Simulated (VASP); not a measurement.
Write the native input for VASP 6.6.1 that does the following.

```yaml
Task: single point
Functional: LDA
Potentials_or_basis: VASP PAW LDA potentials, release 64 (Os)
Cutoff: 520 eV
k_mesh: 17 × 17 × 17
Occupations: fermi-dirac, width 0.05 eV
Spin: no spin polarisation
Dipole_correction: no
Further_INCAR_settings: ALGO = Normal; EDIFF = 1e-06; NBANDS = 10
```

The structure of Os lies in POSCAR:

```
Os
1.0
    2.1227183344      0.0000000000      0.0000000000
    0.0000000000      2.1227183344      0.0000000000
    0.0000000000      0.0000000000      2.1227183344
Os
1
Direct
    0.0000000000      0.0000000000      0.0000000000
```

This cell differs from its parent crystal: volume scaled by 0.6.

The input as run:

INCAR

```
ALGO = Normal
EDIFF = 1E-6
ENCUT = 520
GGA = CA
ISIF = 2
ISMEAR = -1
LASPH = True
LCHARG = True
LELF = True
LREAL = False
LVHAR = True
LWAVE = False
NBANDS = 10
NELM = 80
PREC = Accurate
SIGMA = 0.05
```

KPOINTS

```
k-points
0
Gamma
  17 17 17
```

Potentials or basis: VASP PAW LDA potentials, release 64 (Os).

Launch:

```console
$ cat potpaw_LDA.64/Os/POTCAR > POTCAR
$ mpirun -np 1 vasp_std > vasp.out
```

Results of the run:

The pressure is 488.9 GPa and the band gap on the k mesh is zero (band 4 reaches 23.70 eV, above the bottom of band 5 at 14.09 eV).

Caveat: spin-orbit coupling is left out, which moves the levels of the heavy elements.

Wall time 5.2 s on 1 thread of AMD EPYC 9R45 96-Core Processor (Zen 5) (shared host), peak memory 0.09 GiB.
